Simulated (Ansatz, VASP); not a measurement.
SnP5 in VASP and in Ansatz

INCAR

```
SYSTEM = SnP5
  PREC = Accurate
  ENCUT = 500
  EDIFF = 1E-6
  ISMEAR = 0
  SIGMA = 0.1
  LREAL = .False.
  LASPH = .True.
  NELM = 120
  ALGO = Normal
  ISIF = 2
  LWAVE = .False.
  LCHARG = .False.
  GGA = PE
  NBANDS = 28
  GGA_COMPAT = .False.
```

File KPOINTS:

```
regular mesh
0
Gamma
  6 6 4
  0 0 0
```

File POSCAR:

```
SnP5
1.0
    5.5403905700      0.0000000000      0.0000000000
   -2.7701952800      4.7981189800      0.0000000000
    0.0000000000      0.0000000000      4.3859385400
Sn P
1 5
Direct
    0.0000000000      0.0000000000      0.0000000000
    0.5000000000      0.0000000000      0.5000000000
    0.5000000000      0.5000000000      0.5000000000
    0.0000000000      0.5000000000      0.5000000000
    0.3333333300      0.6666666700      0.0000000000
    0.6666666700      0.3333333300      0.0000000000
```

Input for Ansatz:

```yaml
crystal:
  lattice:
    - [5.54039057, 0.0, 0.0]
    - [-2.77019528, 4.79811898, 0.0]
    - [0.0, 0.0, 4.38593854]
  atoms:
    - { symbol: Sn, position: [0.0, 0.0, 0.0] }
    - { symbol: P, position: [0.5, 0.0, 0.5] }
    - { symbol: P, position: [0.5, 0.5, 0.5] }
    - { symbol: P, position: [0.0, 0.5, 0.5] }
    - { symbol: P, position: [0.33333333, 0.66666667, 0.0] }
    - { symbol: P, position: [0.66666667, 0.33333333, 0.0] }
basis:
  ecutwfc: 420
kpoints:
  mp_grid: { grid: [6, 6, 4] }
hamiltonian:
  xc: pbe
scf:
  occupations: { method: gaussian, width: 0.1 }
  lower_state_search: "off"
output:
  forces: true
  stress: true
  eigenvalues: true
```

Change from the starting cell: species swapped into the KAu5 type (P6/mmm, No. 191).

Alike in both runs: task single point; functional PBE; k mesh 6 × 6 × 4; occupations gaussian, width 0.1 eV; no spin polarisation.

```csv
,VASP,Ansatz
version,VASP 6.6.1,Ansatz 0.2.0
potentials or method,"VASP PAW PBE potentials, release 64 (Sn_d, P), cutoff 500 eV","scalar-relativistic, plane waves, PAW"
valence electrons in the cell,39,39
```

```csv
,VASP,Ansatz,Ansatz less VASP
gap on the k mesh at the Fermi level (eV),none,none,-
pressure (GPa),-7.4,-7.3,+0.09
"traceless stress, the component that is largest in VASP (GPa)",-2.69,-2.68,+0.013
```

A gap of «none» marks a metal or a gap that the smearing closes. With one functional, cell and mesh, what is left measures potentials, basis and numerics.
